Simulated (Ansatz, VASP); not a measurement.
# One calculation of Ir, two programs

INCAR

```
SYSTEM = Ir
PREC = Accurate ; ENCUT = 520
EDIFF = 1E-7 ; ISMEAR = 0
SIGMA = 0.15 ; LREAL = .FALSE.
LASPH = .TRUE. ; NELM = 60
ALGO = Normal ; ISIF = 2
LWAVE = .FALSE. ; LCHARG = .TRUE.
GGA = PS ; LELF = .TRUE.
LVHAR = .TRUE. ; NBANDS = 10
```

KPOINTS

```
regular mesh
0
G
  22 22 22
  0 0 0
```

POSCAR

```
Ir
1.0
    0.0000000000      1.9676925000      2.0156850000
    1.9676925000      0.0000000000      2.0156850000
    1.9676925000      1.9676925000      0.0000000000
Ir
1
Direct
    0.0000000000      0.0000000000      0.0000000000
```

Input for Ansatz:

```yaml
crystal:
  lattice:
    - [0.0, 1.9676925, 2.015685]
    - [1.9676925, 0.0, 2.015685]
    - [1.9676925, 1.9676925, 0.0]
  atoms:
    - { symbol: Ir, position: [0.0, 0.0, 0.0] }
basis:
  ecutwfc: 420
kpoints:
  mp_grid: { grid: [22, 22, 22] }
hamiltonian:
  xc: pbesol
scf:
  occupations: { method: gaussian, width: 0.15 }
output:
  forces: true
  stress: true
  eigenvalues: true
```

Change from the starting cell: strain +0.025 along x and y, +0.050 along z, atoms carried along.

Alike in both runs: task single point; functional PBEsol; k mesh 22 × 22 × 22; occupations gaussian, width 0.15 eV; no spin polarisation.

```csv
,VASP,Ansatz
version,VASP 6.6.1,Ansatz 0.2.0
potentials or method,"VASP PAW PBE potentials, release 64 (Ir), cutoff 520 eV","scalar-relativistic, plane waves, PAW"
valence electrons in the cell,9,17
```

```csv
,VASP,Ansatz,Ansatz less VASP
gap on the k mesh at the Fermi level (eV),none,none,-
pressure (GPa),-30.5,-30.9,-0.44
"traceless stress, the component that is largest in VASP (GPa)",-4.51,-4.54,-0.027
```

VASP's potentials were made for PBE, not for PBEsol. A gap of «none» marks a metal or a gap that the smearing closes. Both programs put the cell under strong tension, so it lies far from rest at this level. VASP's potentials hold 9 valence electrons a cell and Ansatz's 17, so a difference there can come from the potentials and not from the codes.

Neither program's run includes spin-orbit coupling. Noted on VASP's run: the cell as given lies far from equilibrium.
